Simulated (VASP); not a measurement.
Set up this calculation in VASP 6.6.1, as the native input.

| Item | Value |
| --- | --- |
| Task | single point |
| Functional | r2SCAN |
| Potentials or basis | VASP PAW PBE potentials, release 64 (Ti_sv) |
| Cutoff | 520 eV |
| k mesh | 26 × 26 × 26 |
| Occupations | gaussian, width 0.15 eV |
| Spin | no spin polarisation |
| Dipole correction | no |
| Further INCAR settings | ALGO = Normal; EDIFF = 1e-06; NBANDS = 12 |

The system is Ti.

```xyz
1
Lattice="0.0000 2.1065 2.0038 2.1065 0.0000 2.0038 2.1065 2.1065 0.0000" Properties=species:S:1:pos:R:3 pbc="T T T"
Ti    0.0000    0.0000    0.0000
```

This cell differs from its parent crystal: strain +0.025 along x and y, -0.025 along z.

The input as run:

POSCAR

```
Ti
1.0
    0.0000000000      2.1065304071      2.0037728263
    2.1065304071      0.0000000000      2.0037728263
    2.1065304071      2.1065304071      0.0000000000
Ti
1
Direct
    0.0000000000      0.0000000000      0.0000000000
```

INCAR.step1

```
SYSTEM = Ti
PREC = Accurate ; ENCUT = 520
ISMEAR = 0 ; SIGMA = 0.15
LREAL = .False. ; LASPH = .True.
NELM = 60 ; NBANDS = 12
GGA = PE ; ALGO = Normal
EDIFF = 1E-4 ; LWAVE = .True.
LCHARG = .False.
```

INCAR.step2

```
SYSTEM = Ti
PREC = Accurate ; ENCUT = 520
EDIFF = 1E-6 ; ISMEAR = 0
SIGMA = 0.15 ; LREAL = .False.
LASPH = .True. ; NELM = 60
ALGO = Normal ; ISIF = 2
LWAVE = .False. ; LCHARG = .False.
METAGGA = R2SCAN ; LMIXTAU = .True.
NBANDS = 12 ; ISTART = 1
```

KPOINTS

```
Automatic mesh
0
Gamma
  26 26 26
  0 0 0
```

Potentials or basis: VASP PAW PBE potentials, release 64 (Ti_sv).

Command:

```console
$ cat potpaw_PBE.64/Ti_sv/POTCAR > POTCAR
$ cp INCAR.step1 INCAR
$ mpirun -np 1 vasp_std > vasp.out
$ cp INCAR.step2 INCAR
$ mpirun -np 1 vasp_std > vasp.out
```

Results of the run:

The pressure is -2.2 GPa. The band gap on the k mesh is zero (bands 6 and 7 overlap by 1.53 eV).

Caveat: the cell differs from its parent crystal (strain +0.025 along x and y, -0.025 along z); the PAW data sets were made with another functional, which shifts forces and pressure a little.

Wall time 6.2 min on 1 thread of Intel(R) Xeon(R) 6975P-C (Granite Rapids) (shared host), peak memory 0.38 GiB.
